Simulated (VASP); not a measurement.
# CdSe (Fm-3m) in VASP: further runs, part 2 of 2

VASP 6.6.1.

### 5 Relaxation of cell and atoms, PBE-based screened hybrid with 25 % exact exchange

This run uses another cell than the first one, of 23.74 Å³/atom.

The input, POSCAR:

```
CdSe
1.0
    0.0000000000      2.8739580000      2.8739580000
    2.8739580000      0.0000000000      2.8739580000
    2.8739580000      2.8739580000      0.0000000000
Cd Se
1 1
Direct
    0.0000000000      0.0000000000      0.0000000000
    0.5000000000      0.5000000000      0.5000000000
```

The input, INCAR.step1:

```
SYSTEM = CdSe
PREC = Accurate
ENCUT = 600
EDIFF = 1E-5
ISMEAR = -1
SIGMA = 0.05
LREAL = .False.
LASPH = .True.
NELM = 60
ALGO = Normal
LWAVE = .True.
LCHARG = .False.
GGA = PE
NBANDS = 16
```

The input, INCAR.step2:

```
SYSTEM = CdSe
PREC = Accurate
ENCUT = 600
EDIFF = 1E-6
ISMEAR = -1
SIGMA = 0.05
LREAL = .False.
LASPH = .True.
NELM = 60
ALGO = Normal
ISIF = 3
LWAVE = .False.
LCHARG = .False.
GGA = PE
LHFCALC = .True.
AEXX = 0.25
HFSCREEN = 0.3
PRECFOCK = Normal
IBRION = 2
NSW = 60
EDIFFG = -0.01
ISTART = 1
```

The input, KPOINTS:

```
regular mesh
0
Gamma
  4 4 4
  0 0 0
```

Potentials or basis: VASP PAW PBE potentials, release 64 (Cd, Se).

The run is started by

```console
$ cat potpaw_PBE.64/Cd/POTCAR potpaw_PBE.64/Se/POTCAR > POTCAR
$ cp INCAR.step1 INCAR
$ mpirun -np 1 vasp_std > vasp.out
$ cp INCAR.step2 INCAR
$ mpirun -np 1 vasp_std > vasp.out
```

OUTCAR:

```text
SYSTEM = CdSe
   PREC = Accurate
   ENCUT = 600
   EDIFF = 1E-6
   ISMEAR = -1
   LREAL = .False.
   LASPH = .True.
   NELM = 60
   ISIF = 3
   GGA = PE
   LHFCALC = .True.
   AEXX = 0.25
   HFSCREEN = 0.3
   PRECFOCK = Normal
   IBRION = 2
   NSW = 60
   EDIFFG = -0.01
   ISTART = 1

 ion  position               nearest neighbor table
   1  0.000  0.000  0.000-   2 2.87   2 2.87   2 2.87   2 2.87   2 2.87   2 2.87
   2  0.500  0.500  0.500-   1 2.87   1 2.87   1 2.87   1 2.87   1 2.87   1 2.87

  LATTYP: Found a face centered cubic cell.
 ALAT       =     5.7479160000

  Lattice vectors:

 A1 = (   0.0000000000,   2.8739580000,   2.8739580000)
 A2 = (   2.8739580000,   0.0000000000,   2.8739580000)
 A3 = (   2.8739580000,   2.8739580000,   0.0000000000)

Analysis of symmetry for initial positions (statically):
=====================================================================
 Subroutine PRICEL returns:
 Original cell was already a primitive cell.

 Routine SETGRP: Setting up the symmetry group for a
 face centered cubic supercell.

 Subroutine GETGRP returns: Found 48 space group operations
 (whereof 48 operations were pure point group operations)
 out of a pool of 48 trial point group operations.

[... 146 lines left out ...]

 Free energy of the ion-electron system (eV)
  ---------------------------------------------------
  ext. energy  EPLUGINS =         0.00000000
  ---------------------------------------------------
  free energy    TOTEN  =        -6.23306175 eV

  energy without entropy =       -6.22801327  energy(sigma->0) =       -6.23053751

------------------------ aborting loop because EDIFF is reached ----------------------------------------

  FORCE on cell =-STRESS in cart. coord.  units (eV):
  Direction    XX          YY          ZZ          XY          YZ          ZX
  --------------------------------------------------------------------------------------
  -------------------------------------------------------------------------------------
  Total       -0.3706652     -0.3706652     -0.3706652     -0.0000000     -0.0000000     -0.0000000
  in kB      -12.5089600    -12.5089600    -12.5089600     -0.0000000     -0.0000000     -0.0000000
  external PRESSURE =     -12.5089600 kB  Pullay stress =       0.0000000 kB
[... 59 lines left out ...]
--------------------------------------- Ionic step        3  -------------------------------------------

 number of electron      17.9999994 magnetization

 Free energy of the ion-electron system (eV)
  ---------------------------------------------------
  ext. energy  EPLUGINS =         0.00000000
  ---------------------------------------------------
  free energy    TOTEN  =        -6.23658411 eV

  energy without entropy =       -6.23156695  energy(sigma->0) =       -6.23407553

 E-fermi :   2.0993     XC(G=0):  -8.4864

 val. band max:        1.9552009180   @ k =   0.5000   0.0000   0.0000
 cond. band min:       2.1844185910   @ k =   0.5000   0.5000   0.0000
 fundamental gap:      0.2292176730
 Fermi energy:         2.0992690016

 k-point     1 :       0.0000    0.0000    0.0000
  band No.  band energies     occupation
      1     -12.0562      2.00000
      2      -7.2409      2.00000
      3      -7.2409      2.00000
      4      -7.2045      2.00000
      5      -7.2045      2.00000
      6      -7.2045      2.00000
      7       1.3864      2.00000
      8       1.3864      2.00000
      9       1.3864      2.00000
     10       2.9148      0.00000
     11      11.4171      0.00000
     12      11.4171      0.00000
     13      11.4171      0.00000
[... 139 lines left out ...]
  FREE ENERGIE OF THE ION-ELECTRON SYSTEM (eV)
  ---------------------------------------------------
  free  energy   TOTEN  =        -6.2365841117 eV

  energy  without entropy=       -6.2315669466  energy(sigma->0) =       -6.23407553

 reached required accuracy - stopping structural energy minimisation
```

Run time: 27 min. Hardware: 1 thread of Oxide Virtual Turin-like, shared host; peak memory 0.28 GiB.

What came out:

```yaml
Free_energy: -6.2366 eV
Relaxed_volume: 23.29 Å³/atom
Relaxed_cell: a = 4.039 Å, b = 4.039 Å, c = 4.039 Å, α = 60.00°, β = 60.00°, γ = 60.00°
Space_group_after_relaxing_to_0.1_Å: Fm-3m (No. 225)
Energy_gained_by_relaxing: 1.8 meV/atom
Ionic_steps: 3
Pressure_after_relaxing: 0.0 GPa
Band_gap_on_the_k_mesh: 0.23 eV (least direct gap 1.53 eV)
```

The path:
| step | energy change (eV) | largest force (eV/Å) | pressure (GPa) | volume (Å³) |
| --- | --- | --- | --- | --- |
| 1 | 0.0000 | 0.0000 | -1.25 | 47.48 |
| 2 | -0.0029 | 0.0000 | 0.53 | 46.21 |
| 3 | -0.0035 | 0.0000 | 0.00 | 46.58 |

Final structure:
```
Cd Se
1.0
     0.00000    2.85573    2.85573
     2.85573    0.00000    2.85573
     2.85573    2.85573    0.00000
Cd Se
1 1
Direct
  0.00000 0.00000 0.00000
  0.50000 0.50000 0.50000
```

Caveat: the k points lie up to 0.48 Å⁻¹ apart in the final cell; the PAW data sets were made with another functional, which shifts forces and pressure a little. A k mesh can miss the band edges.

### 6 Overview

| task | level | cell | k mesh | cutoff (eV) | share of exact exchange | screening parameter | gap on the mesh (eV) | pressure (GPa) |
| --- | --- | --- | --- | --- | --- | --- | --- | --- |
| single point | HSE06 | a = 4.144 Å, angles 60.0°, 2 atoms | 6 × 6 × 6 | 520 | 0.25 | 0.2079 1/Å | 0.35 | -4.8 |
| single point | HSE06 | a = 3.981 Å, angles 60.0°, 2 atoms | 6 × 6 × 6 | 520 | 0.25 | 0.2079 1/Å | 0.39 | 2.5 |
| single point | HF | a = 4.145 Å, angles 60.0°, 2 atoms | 4 × 4 × 4 | 520 | 1 | - | 6.57 | -0.7 |
| relaxation of cell and atoms | PBE-based screened hybrid with 25 % exact exchange | relaxed from a = 4.064 Å, angles 60.0°, 2 atoms | 4 × 4 × 4 | 600 | 0.25 | 0.3 1/Å | 0.23 | 0.0 |

Alike in all rows: potentials or basis VASP PAW PBE potentials, release 64 (Cd, Se); no spin polarisation; smearing fermi-dirac 0.05 eV.

Caveats: some runs use coarse meshes; the PAW data sets were made with another functional, which shifts forces and pressure a little; the cell stands under tension (at least some runs).

Total energies depend on the potentials used, so only differences within one code and one set of settings carry meaning.
